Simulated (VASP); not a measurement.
## TaN: single point with PBEsol+U

Crystal: TaN.

```
Ta N
1.0
     2.93800    0.00000    0.00000
    -2.93800    5.08877    0.00000
     0.00000    0.00000    2.88300
Ta N
2 2
Direct
  0.33333 0.33333 0.50000
  0.33333 0.83333 0.50000
  0.00000 0.00000 0.00000
  0.00000 0.50000 0.00000
```

```yaml
Program: VASP 6.6.1
Task: single point
Functional: PBEsol
Potentials_or_basis: VASP PAW PBE potentials, release 64 (Ta_sv_GW, N)
Cutoff: 600 eV
k_mesh: 7 × 7 × 7
Occupations: gaussian, width 0.05 eV
Spin: collinear spin
Starting_moments: "[2.0, -2.0, 0.0, 0.0] μB"
Hubbard_terms: Ta d U = 8.0 eV, J = 0.5 eV
Dipole_correction: no
LDAUTYPE: 1
Hund's_J: 0.5
Further_INCAR_settings: ALGO = Normal; EDIFF = 1e-06; NBANDS = 30
```

- Pressure: 21.5 GPa
- Largest force: 0.007 eV/Å
- Band gap on the k mesh: 0.02 eV
- Net moment: 0.00 μB per cell
- Valence electrons inside the program's atomic spheres: Ta 11.67; N 3.76

Forces on the atoms (eV/Å):
```
Ta   0.000 -0.007  0.000
Ta   0.000 -0.007  0.000
N    0.000  0.007  0.000
N    0.000  0.007  0.000
```

Stress tensor (GPa, compression positive):
```
20.19  0.00  0.00
 0.00 21.02  0.00
 0.00  0.00 23.29
```

Levels at points of the mesh, in eV from the valence-band top:
Spin up:
```
           k point  band 14  band 15  band 16  band 17  band 18  band 19  band 20  band 21  band 22  band 23
(0.00, 0.00, 0.00)    -4.95    -4.69    -3.89    -3.82    -3.70     1.17     3.35     3.37     3.68     3.80
```
Spin down:
| k point | band 16 | band 17 | band 18 | band 19 | band 20 | band 21 |
| --- | --- | --- | --- | --- | --- | --- |
| (0.00, 0.00, 0.00) | -3.89 | -3.82 | -3.70 | 1.17 | 3.35 | 3.37 |

Eigenvalues of the final occupation matrices:
```csv
site,spin,trace,eigenvalues
site 1 d,1,1.07,0.15 0.15 0.23 0.24 0.30
site 1 d,2,1.07,0.15 0.15 0.23 0.24 0.30
site 2 d,1,1.07,0.15 0.15 0.23 0.24 0.30
site 2 d,2,1.07,0.15 0.15 0.23 0.24 0.30
```

Run time: 82 s on 1 thread of Intel(R) Xeon(R) 6975P-C (Granite Rapids), on a shared host, peak memory 0.3 GiB.

Caveat: the cell stands under pressure; the PAW data sets were made with another functional, which shifts forces and pressure a little; spin-orbit coupling is left out, which moves the levels of the heavy elements; an odd mesh through Γ misses points on the zone boundary, where band edges can lie.
